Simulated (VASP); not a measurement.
A run of VASP 6.6.1 is set up as follows.

INCAR

```
ALGO     = Normal         # electronic algorithm
EDIFF    = 1E-7           # SCF threshold, eV
EDIFFG   = -0.01          # ionic threshold
ENCUT    = 600            # plane-wave cutoff, eV
GGA      = PE             # functional
IBRION   = 2              # ionic algorithm
ISIF     = 3              # what is computed and relaxed
ISMEAR   = 0              # smearing method
LASPH    = T              # aspherical terms in the spheres
LCHARG   = F              # write CHGCAR
LREAL    = F              # projectors in reciprocal space
LWAVE    = F              # write WAVECAR
NELM     = 60             # most SCF steps
NSW      = 80             # ionic steps
PREC     = Accurate       # precision mode
SIGMA    = 0.05           # smearing width, eV
```

The input KPOINTS:

```
k-points
0
Gamma
  10 10 10
```

The input POSCAR:

```
P
1.0
    1.5400000000      1.5400000000      1.5400000000
   -1.5400000000      1.5400000000      1.5400000000
   -1.5400000000     -1.5400000000      1.5400000000
P
1
Direct
    0.0000000000      0.0000000000      0.0000000000
```

Potentials or basis: VASP PAW PBE potentials, release 64 (P).

Command:

```sh
$ cat potpaw_PBE.64/P/POTCAR > POTCAR
$ mpirun -np 1 vasp_std > vasp.out
```

(1) Predict the space group after relaxing (to 0.05 Å).

(2) What does it give for the relaxed cell?

(3) Predict the relaxed volume.

## Answers

(1) Im-3m (No. 229).

(2) a = 2.648 Å, b = 2.648 Å, c = 2.648 Å, α = 70.53°, β = 109.47°, γ = 70.53°.

(3) 14.29 Å³/atom.
